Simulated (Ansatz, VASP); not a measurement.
## Sn2C3: VASP beside Ansatz

```
CELL_PARAMETERS angstrom
1.45268 0.83870 10.66698
-1.45268 0.83870 10.66698
0.00000 -1.67741 10.66698
ATOMIC_POSITIONS crystal
Sn 0.38246 0.38246 0.38246
Sn 0.61754 0.61754 0.61754
C 0.00000 0.00000 0.00000
C 0.16662 0.16662 0.16662
C 0.83338 0.83338 0.83338
```

Alike in both runs: functional PBE; k mesh 6 × 6 × 6; occupations gaussian, width 0.1 eV; no spin polarisation.

Ansatz relaxed the structure, and its values are those at the end. VASP's run is a single point on that final structure, the one shown.

```csv
,VASP,Ansatz
version,VASP 6.6.1,Ansatz 0.2.0
potentials or method,"VASP PAW PBE potentials, release 64 (Sn_d, C), cutoff 520 eV","scalar-relativistic, plane waves, PAW"
valence electrons in the cell,40,40
```

VASP gave:

```
gap on the k mesh at the Fermi level (eV) : none
pressure (GPa)                            : 0.1
rms of the force components (eV/Å)        : 0.007
```

Problem. What did Ansatz give for the same quantities?

Solution. gap on the k mesh at the Fermi level (eV): none; pressure (GPa): 0.0; rms of the force components (eV/Å): 0.003.

A gap of «none» marks a metal or a gap that the smearing closes. With one functional, cell and mesh, what is left measures potentials, basis and numerics.

The k mesh is coarse, so the values compare programs but aren't converged.
